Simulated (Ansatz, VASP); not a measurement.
## W3C in VASP and in Ansatz

```
W C
1.0
     2.79222   -7.19732    0.00000
     2.79222    7.19732    0.00000
     0.00000    0.00000    2.77755
W C
6 2
Cartesian
  2.7922 3.7192 0.6944
  2.7922 -3.7192 2.0832
  1.3211 1.2378 0.6944
  4.2633 -1.2378 2.0832
  1.3211 -1.2378 2.0832
  4.2633 1.2378 0.6944
  2.7922 -2.0741 0.6944
  2.7922 2.0741 2.0832
```

Alike in both runs: functional PBE; k mesh 4 × 4 × 4; occupations gaussian, width 0.1 eV; no spin polarisation.

Ansatz relaxed the structure, and its values are those at the end. VASP's run is a single point on that final structure, the one shown.

|  | VASP | Ansatz |
| --- | --- | --- |
| version | VASP 6.6.1 | Ansatz 0.2.0 |
| potentials or method | VASP PAW PBE potentials, release 64 (W_sv, C), cutoff 520 eV | scalar-relativistic, plane waves, PAW |
| valence electrons in the cell | 92 | 92 |

VASP gave:

* gap on the k mesh at the Fermi level (eV): none
* pressure (GPa): 0.8
* rms of the force components (eV/Å): 0.020

Estimate Ansatz's values.

gap on the k mesh at the Fermi level (eV): none; pressure (GPa): 0.1; rms of the force components (eV/Å): 0.008.

A gap of «none» marks a metal or a gap that the smearing closes.

The k mesh is coarse, so the values compare programs but aren't converged. Neither program's run includes spin-orbit coupling.
